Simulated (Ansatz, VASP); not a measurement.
InP: VASP beside Ansatz

```
In P
1.0
     0.00000    2.85410    2.85410
     2.85410    0.00000    2.85410
     2.85410    2.85410    0.00000
In P
1 1
Cartesian
  0.0000 0.0000 0.0000
  1.4270 1.4270 1.4270
```

Change from the starting cell: volume scaled by 0.94, PAW files.

Alike in both runs: task single point; functional LDA; k mesh 11 × 11 × 11; occupations fermi-dirac, width 0.05 eV; no spin polarisation.

|  | VASP | Ansatz |
| --- | --- | --- |
| version | VASP 6.6.1 | Ansatz 0.2.0 |
| potentials or method | VASP PAW LDA potentials, release 64 (In_d, P) | PAW with Ansatz's default frozen-core files, scalar-relativistic |
| plane-wave cutoff (eV) | 500 | 420 |
| valence electrons in the cell | 18 | 18 |

```tsv
	VASP	Ansatz	Ansatz less VASP
pressure (GPa)	5.1	5.1	-0.03
```

LDA's correlation is that of Perdew and Zunger in VASP and of Perdew and Wang (1992) in Ansatz.
